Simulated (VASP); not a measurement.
Mg16HO16 (a cell with a defect): single point with PBE

The system is Mg16HO16 (a cell with a defect).

```
Mg O H
1.0
    -4.25438    4.25438    4.25438
     4.25438   -4.25438    4.25438
     4.25438    4.25438   -4.25438
Mg O H
16 16 1
Direct
  0.98131 0.98201 0.99313
  0.00345 0.24850 0.74951
  0.00059 0.50020 0.49827
  0.00579 0.75640 0.26407
  0.24780 0.00414 0.74952
  0.25374 0.25440 0.49440
  0.24094 0.49234 0.23531
  0.25223 0.75182 0.00146
  0.49959 0.00136 0.49828
  0.49175 0.24163 0.23539
  0.50851 0.50916 0.00507
  0.49115 0.75852 0.75056
  0.75575 0.00638 0.26405
  0.75113 0.25291 0.00144
  0.75786 0.49203 0.75071
  0.73689 0.73759 0.50629
  0.00796 0.00865 0.51296
  0.99325 0.24974 0.24694
  0.00199 0.50074 0.99914
  0.01488 0.74859 0.74993
  0.24913 0.99394 0.24698
  0.24423 0.24491 0.98570
  0.25596 0.50527 0.74974
  0.25089 0.75334 0.50064
  0.50006 0.00266 0.99913
  0.50462 0.25671 0.74975
  0.45793 0.45857 0.43761
  0.49629 0.75266 0.25250
  0.74794 0.01568 0.74990
  0.75265 0.25161 0.50066
  0.75199 0.49691 0.25251
  0.76916 0.76969 0.05935
  0.69309 0.69388 0.74761
```

| Item | Value |
| --- | --- |
| Program | VASP 6.6.1 |
| Task | single point |
| Functional | PBE |
| Potentials or basis | VASP PAW PBE potentials, release 64 (Mg, O, H) |
| Cutoff | 520 eV |
| k mesh | 1 × 1 × 1 |
| Occupations | fermi-dirac, width 0.01 eV |
| Spin | no spin polarisation |

```yaml
Largest_force: 0.907 eV/Å
```

Forces in eV/Å, atoms in the order of the input:
```
Mg  -0.047 -0.045 -0.046
Mg   0.024 -0.023 -0.013
Mg   0.000  0.012 -0.012
Mg  -0.021 -0.011 -0.043
Mg  -0.022  0.022 -0.013
Mg  -0.039 -0.040 -0.133
Mg   0.012  0.024 -0.042
Mg  -0.013 -0.001 -0.014
Mg   0.012 -0.001 -0.014
Mg   0.022  0.010 -0.042
Mg   0.034  0.033 -0.120
Mg  -0.080  0.060 -0.026
Mg  -0.013 -0.021 -0.043
Mg   0.000 -0.013 -0.014
Mg   0.055 -0.079 -0.028
Mg   0.037  0.037 -0.036
O   -0.026 -0.023  0.007
O   -0.027 -0.010 -0.050
O    0.028 -0.010  0.003
O   -0.071  0.075  0.106
O   -0.011 -0.028 -0.051
O    0.021  0.022  0.010
O   -0.040  0.045  0.007
O   -0.020  0.002  0.003
O   -0.012  0.027  0.003
O    0.044 -0.039  0.002
O    0.100  0.097 -0.163
O    0.004  0.024 -0.042
O    0.073 -0.070  0.101
O    0.000 -0.020  0.003
O    0.027  0.003 -0.043
O   -0.066 -0.071 -0.161
H    0.015  0.012  0.907
```

Levels at points of the mesh, in eV from the Fermi level:
```
           k point  band 62  band 63  band 64  band 65  band 66  band 67  band 68  band 69
(0.00, 0.00, 0.00)    -2.61    -2.56    -2.42    -0.27     2.27     5.65     5.78     6.27
```

It took 45 s on 1 thread of Intel(R) Xeon(R) 6975P-C (Granite Rapids) (shared host), peak memory 0.39 GiB.

Caveat: the k points lie up to 1.04 Å⁻¹ apart, too coarse for converged energies, forces and pressures; the cell carries a net charge on a neutralising background, which shifts energy and pressure; the cell is charged against a uniform background, so pressure and absolute levels hang on convention.
